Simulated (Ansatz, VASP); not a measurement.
**Two plane-wave programs on PtSe2**

INCAR

```
PREC     = Accurate       # precision mode
ENCUT    = 520            # plane-wave cutoff, eV
EDIFF    = 1E-6           # SCF threshold, eV
ISMEAR   = 0              # smearing method
SIGMA    = 0.05           # smearing width, eV
LREAL    = False          # projectors in reciprocal space
LASPH    = True           # aspherical terms in the spheres
NELM     = 60             # most SCF steps
ALGO     = Normal         # electronic algorithm
ISIF     = 2              # what is computed and relaxed
LWAVE    = False          # write WAVECAR
LCHARG   = False          # write CHGCAR
LDIPOL   = True         
IDIPOL   = 3            
DIPOL    = 0.5 0.5 0.395
GGA      = PE             # functional
IVDW     = 12             # dispersion correction
NBANDS   = 31             # bands
```

File KPOINTS:

```
regular mesh
0
Gamma
  9 9 1
```

File POSCAR:

```
PtSe2
1.0
    3.7070357730      0.0000000000      0.0000000000
   -1.8535178865      3.2103871521      0.0000000000
    0.0000000000      0.0000000000     22.7981619012
Se Pt
4 2
Direct
    0.6666666667      0.3333333333      0.1973843339
    0.3333333333      0.6666666667      0.3135814625
    0.3333333333      1.1666666667      0.4763138799
    0.0000000000      1.5000000000      0.5925110086
    0.0000000000      0.0000000000      0.2554828982
   -0.3333333333      0.8333333333      0.5344124442
```

Input for Ansatz:

```yaml
crystal:
  lattice:
    - [3.707035773, 0.0, 0.0]
    - [-1.8535178865, 3.2103871521, 0.0]
    - [0.0, 0.0, 22.7981619012]
  atoms:
    - { symbol: Se, position: [0.6666666667, 0.3333333333, 0.1973843339] }
    - { symbol: Pt, position: [0.0, 0.0, 0.2554828982] }
    - { symbol: Se, position: [0.3333333333, 0.6666666667, 0.3135814625] }
    - { symbol: Se, position: [0.3333333333, 1.1666666667, 0.4763138799] }
    - { symbol: Pt, position: [-0.3333333333, 0.8333333333, 0.5344124442] }
    - { symbol: Se, position: [0.0, 1.5, 0.5925110086] }
basis:
  ecutwfc: 420
kpoints:
  mp_grid: { grid: [9, 9, 1] }
hamiltonian:
  xc: pbe
  pseudopotentials: { kind: paw, azcp: { folder: soft_1 } }
  dispersion: d3bj
scf:
  occupations: { method: gaussian, width: 0.05 }
output:
  forces: true
  eigenvalues: true
efield:
  axis: 3
  dipole_correction: true
  ramp_width: 0.04
```

Alike in both runs: task single point; functional PBE; dispersion D3(BJ); k mesh 9 × 9 × 1; occupations gaussian, width 0.05 eV; no spin polarisation.

|  | VASP | Ansatz |
| --- | --- | --- |
| version | VASP 6.6.1 | Ansatz 0.2.0 |
| potentials or method | VASP PAW PBE potentials, release 64 (Se, Pt), cutoff 520 eV | scalar-relativistic, plane waves, PAW |
| valence electrons in the cell | 44 | 100 |

```tsv
	VASP	Ansatz	Ansatz less VASP
gap on the k mesh at the Fermi level (eV)	1.07	1.07	+0.008
least direct gap on the mesh (eV)	1.21	1.22	+0.009
rms of the force components (eV/Å)	0.034	0.034	+0.0002
```

VASP's potentials hold 44 valence electrons a cell and Ansatz's 100, so a difference there can come from the potentials and not from the codes.

Neither program's run includes spin-orbit coupling.
